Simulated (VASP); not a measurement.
A run of VASP 6.6.1 is set up as follows.

File INCAR:

```
ALGO = Normal ; EDIFF = 1E-6
ENCUT = 520 ; GGA = PE
ISIF = 2 ; ISMEAR = 0
LASPH = T ; LCHARG = F
LREAL = F ; LWAVE = F
NBANDS = 31 ; NELM = 60
PREC = Accurate ; SIGMA = 0.05
```

The input KPOINTS:

```
k-points
0
Gamma
  6 6 4
```

POSCAR

```
HfO2
1.0
    3.6043047840      0.0000000000      0.0000000000
    0.0000000000      3.6043047840      0.0000000000
    0.0000000000      0.0000000000      5.8561635803
Hf O
2 4
Direct
    0.5000000000      0.5000000000      0.5000000000
    0.0000000000      0.0000000000      0.0000000000
    0.0000000000      0.5000000000      0.6932520948
    0.5000000000      0.0000000000      0.8067479052
    0.5000000000      0.0000000000      0.3067479052
    0.0000000000      0.5000000000      0.1932520948
```

Potentials or basis: VASP PAW PBE potentials, release 64 (Hf_pv, O).

The run is started by

```sh
$ cat potpaw_PBE.64/Hf_pv/POTCAR potpaw_PBE.64/O/POTCAR > POTCAR
$ mpirun -np 1 vasp_std > vasp.out
```

What does it give for the band gap on the k mesh?

3.96 eV, indirect (least direct gap 3.98 eV).

What does it give for the largest force?

1.244 eV/Å.

Forces on the atoms (eV/Å):
```
Hf   0.000  0.000  0.000
Hf   0.000  0.000  0.000
O    0.000  0.000 -1.244
O    0.000  0.000  1.244
O    0.000  0.000  1.244
O    0.000  0.000 -1.244
```

Caveat: spin-orbit coupling is left out, which moves the levels of the heavy elements; forces of over 1 eV/Å act on the atoms, so gaps and moduli don't describe the material at rest. A k mesh can miss the band edges.
